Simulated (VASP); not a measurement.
The system is KF.

```
CELL_PARAMETERS angstrom
0.00000 2.65441 2.65441
2.65441 0.00000 2.65441
2.65441 2.65441 0.00000
ATOMIC_POSITIONS crystal
K 0.00000 0.00000 0.00000
F 0.50000 0.50000 0.50000
```

Program: VASP 6.6.1. Alike in all runs: task single point; cell as given; cutoff (eV) 600; smearing gaussian 0.1 eV.

Problem. Order these runs on this cell by their pressure, lowest first.
A. level LDA; potentials or basis VASP PAW LDA potentials, release 64 (K_sv, F); spin off; k mesh 6 × 6 × 6
B. level PBE+U; potentials or basis VASP PAW PBE potentials, release 64 (K_sv, F); spin off; U F p U = 1.8 eV; k mesh 1 × 1 × 1, shifted
C. level PBEsol+U; potentials or basis VASP PAW PBE potentials, release 64 (K_sv, F); spin off; U F p U = 4.5 eV; k mesh 1 × 1 × 3
D. level BLYP; potentials or basis VASP PAW PBE potentials, release 64 (K_sv, F); spin off; k mesh 6 × 6 × 6
E. level PBEsol; potentials or basis VASP PAW PBE potentials, release 64 (K_sv, F); spin collinear, zero start; k mesh 8 × 8 × 8

Solution. B (-6.8 GPa), A (-2.9 GPa), E (0.0 GPa), D (3.0 GPa), C (5.4 GPa).

Caveats: some runs use coarse meshes; the PAW data sets were made with another functional, which shifts forces and pressure a little (at least some runs).
